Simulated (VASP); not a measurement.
ZrOF2: single point with PBE

Sheet: ZrOF2, a sheet with vacuum.

```
Zr O F
1.0
     3.39426    0.00000    0.00000
     0.00000    3.97297    0.00000
     0.00000    0.00000   29.33458
Zr O F
1 1 2
Direct
  0.50000 0.50000 0.28976
  0.50000 0.00000 0.28976
  0.00000 0.50000 0.33388
  0.00000 0.50000 0.24564
```

```json
{
  "Program": "VASP 6.6.1",
  "Task": "single point",
  "Functional": "PBE",
  "Potentials or basis": "VASP PAW PBE potentials, release 64 (Zr_sv, O, F)",
  "Cutoff": "520 eV",
  "k mesh": "8 × 6 × 1",
  "Occupations": "gaussian, width 0.02 eV",
  "Spin": "no spin polarisation",
  "Dipole correction": "yes",
  "Further INCAR settings": "ALGO = Normal; EDIFF = 1e-07; NBANDS = 24"
}
```

The largest force is 0.033 eV/Å. The band gap on the k mesh is 3.50 eV, indirect (the least direct gap lies 3.4 meV higher).

Forces on the atoms (eV/Å):
```
Zr   0.000  0.000  0.000
O    0.000  0.000  0.000
F    0.000  0.000  0.033
F    0.000  0.000 -0.033
```

Levels at points of the mesh, in eV from the valence-band top:
```tsv
k point	band 12	band 13	band 14	band 15	band 16	band 17	band 18	band 19	band 20	band 21
(0.00, 0.00, 0.00)	-3.60	-3.37	-0.72	-0.02	0.00	3.50	4.15	4.22	5.56	6.44
(0.50, 0.00, 0.00)	-3.79	-3.31	-1.01	-0.46	0.00	3.51	4.03	4.04	6.03	8.08
(0.00, 0.50, 0.00)	-3.87	-3.75	-3.35	-1.17	-1.04	3.75	6.55	6.56	7.29	7.56
(0.50, 0.50, 0.00)	-3.83	-3.78	-3.46	-1.75	-1.05	4.16	6.17	6.20	6.41	10.30
```

Wall time 5 min on 1 thread of Intel(R) Xeon(R) Platinum 8375C CPU @ 2.90GHz (Ice Lake), with other jobs on the host, peak memory 0.53 GiB.
